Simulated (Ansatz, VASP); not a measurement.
SrLiH3 in VASP and in Ansatz

```xyz
5
Lattice="4.6308 0.0000 0.0058 0.0000 4.6308 0.0000 0.0058 0.0000 4.6308" Properties=species:S:1:pos:R:3 pbc="T T T"
Li    0.0000    0.0000    0.0000
Sr    2.3183    2.3154    2.3183
H     0.0029    2.3154    2.3154
H     2.3183    0.0000    2.3183
H     2.3154    2.3154    0.0029
```

Change from the starting cell: strain +0.0025 x Voigt [0, 0, 0, 0, 1, 0], atoms carried along.

Alike in both runs: task single point; functional PBE; k mesh 6 × 6 × 6; occupations gaussian, width 0.05 eV; no spin polarisation.

```csv
,VASP,Ansatz
version,VASP 6.6.1,Ansatz 0.2.0
potentials or method,"VASP PAW PBE potentials, release 64 (Li_sv, Sr_sv, H), cutoff 520 eV","scalar-relativistic, plane waves, PAW"
valence electrons in the cell,16,16
```

VASP gave:

| Item | Value |
| --- | --- |
| gap on the k mesh at the Fermi level (eV) | 1.82 |
| least direct gap on the mesh (eV) | 2.24 |

Q: Estimate Ansatz's values.

A: gap on the k mesh at the Fermi level (eV): 1.83; least direct gap on the mesh (eV): 2.24.

The functional is the same, so the differences come from potentials, cutoffs and numerics.

Noted on VASP's run: the cutoff is under 1.25 times that of the potentials, so the pressure is a little rough.
